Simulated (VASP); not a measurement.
Set up this calculation in VASP 6.6.1, as the native input.

```yaml
Task: single point
Functional: PBE
Dispersion: D3(BJ)
Potentials_or_basis: VASP PAW PBE potentials, release 64 (W_sv, C)
Cutoff: 600 eV
k_mesh: 6 × 6 × 6
Occupations: gaussian, width 0.1 eV
Spin: no spin polarisation
Dipole_correction: no
Further_INCAR_settings: ALGO = Normal; EDIFF = 1e-06; NBANDS = 16
```

The structure of WC lies in POSCAR:

```
WC
1.0
    2.9005014360      0.0000000000      0.0000000000
   -1.4502507180      2.5119079273      0.0000000000
    0.0000000000      0.0000000000      2.8290000000
W C
1 1
Direct
    0.0000000000      0.0000000000      0.0000000000
    0.6666666667      0.3333333333      0.5000000000
```

One way to write it, as run:

INCAR

```
SYSTEM = WC
PREC     = Accurate       ! precision mode
ENCUT    = 600            ! plane-wave cutoff, eV
EDIFF    = 1E-6           ! SCF threshold, eV
ISMEAR   = 0              ! smearing method
SIGMA    = 0.1            ! smearing width, eV
LREAL    = .False.        ! projectors in reciprocal space
LASPH    = .True.         ! aspherical terms in the spheres
NELM     = 120            ! most SCF steps
ALGO     = Normal         ! electronic algorithm
ISIF     = 2              ! what is computed and relaxed
LWAVE    = .False.        ! write WAVECAR
LCHARG   = .False.        ! write CHGCAR
GGA      = PE             ! functional
IVDW     = 12             ! dispersion correction
NBANDS   = 16             ! bands
GGA_COMPAT= .False.
```

KPOINTS

```
regular mesh
0
Gamma
  6 6 6
  0 0 0
```

Potentials or basis: VASP PAW PBE potentials, release 64 (W_sv, C).

Run with:

```bash
$ cat potpaw_PBE.64/W_sv/POTCAR potpaw_PBE.64/C/POTCAR > POTCAR
$ mpirun -np 1 vasp_std > vasp.out
```

It gave:

```json
{"Pressure": "2.0 GPa", "Band gap on the k mesh": "zero (band 9 reaches 11.80 eV, above the bottom of band 10 at 10.58 eV)", "Dispersion energy per atom": "-0.465 eV"}
```

Caveat: the k points lie up to 0.42 Å⁻¹ apart; spin-orbit coupling is left out, which moves the levels of the heavy elements; pairwise dispersion overbinds metals, which lowers pressure and volume.

Wall time 8.4 s on 1 thread of Intel(R) Xeon(R) Platinum 8259CL CPU @ 2.50GHz (Skylake/Cascade Lake), on a shared host, peak memory 0.16 GiB.
